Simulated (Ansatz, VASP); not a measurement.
**W: VASP beside Ansatz**

```xyz
4
Lattice="2.8097 0.0000 0.0000 0.0000 4.8639 0.0000 0.0000 0.0000 4.9237" Properties=species:S:1:pos:R:3 pbc="T T T"
W     2.2285    4.5567    3.6928
W     0.5811    2.1247    3.6928
W     0.5811    0.3072    1.2309
W     2.2285    2.7391    1.2309
```

Alike in both runs: task single point; functional PBEsol; k mesh 15 × 9 × 9; no spin polarisation.

```csv
,VASP,Ansatz
version,VASP 6.6.1,Ansatz 0.2.0
potentials or method,"VASP PAW PBE potentials, release 64 (W_sv), cutoff 520 eV","scalar-relativistic, plane waves, PAW"
occupations,"methfessel-paxton of order 1, width 0.05 eV","cold, width 0.05 eV"
valence electrons in the cell,56,56
```

Ansatz gave:

```
gap on the k mesh at the Fermi level (eV)                     : none
pressure (GPa)                                                : -10.8
traceless stress, the component that is largest in VASP (GPa) : -0.77
rms of the force components (eV/Å)                            : 0.036
```

Question: Estimate VASP's values.

Answer: gap on the k mesh at the Fermi level (eV): none; pressure (GPa): -10.3; traceless stress, the component that is largest in VASP (GPa): -0.71; rms of the force components (eV/Å): 0.040.

VASP's potentials were made for PBE, not for PBEsol. Atom by atom the forces differ by 0.006 eV/Å (rms over components). A gap of «none» marks a metal or a gap that the smearing closes. Ansatz's warnings: stress scf threshold loose.

Spin-orbit coupling is off throughout.
